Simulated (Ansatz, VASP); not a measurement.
# Two plane-wave programs on SnO

```
Sn O
1.0
     2.71312   -2.71310    0.00000
     2.71312    2.71310    0.00000
     0.00000    0.00000    9.52714
Sn O
4 4
Direct
  0.75001 0.24999 0.87162
  0.24999 0.75001 0.12838
  0.74999 0.25001 0.37162
  0.25001 0.74999 0.62838
  0.25000 0.25000 0.25000
  0.75000 0.75000 0.75000
  0.25000 0.25000 0.75000
  0.75000 0.75000 0.25000
```

Alike in both runs: functional PBE; dispersion D3(BJ); k mesh 10 × 10 × 4; occupations gaussian, width 0.1 eV; no spin polarisation.

Ansatz relaxed the structure, and its values are those at the end. VASP's run is a single point on that final structure, the one shown.

```csv
,VASP,Ansatz
version,VASP 6.6.1,Ansatz 0.2.0
potentials or method,"VASP PAW PBE potentials, release 64 (Sn_d, O), cutoff 520 eV","scalar-relativistic, plane waves, PAW"
valence electrons in the cell,80,80
```

|  | VASP | Ansatz | Ansatz less VASP |
| --- | --- | --- | --- |
| gap on the k mesh at the Fermi level (eV) | none | none | - |
| pressure (GPa) | 0.2 | 0.0 | -0.21 |
| rms of the force components (eV/Å) | 0.033 | 0.001 | -0.0324 |

A gap of «none» marks a metal or a gap that the smearing closes. Ansatz's warnings: near symmetry operation missed by atoms, near symmetry operations not taken.
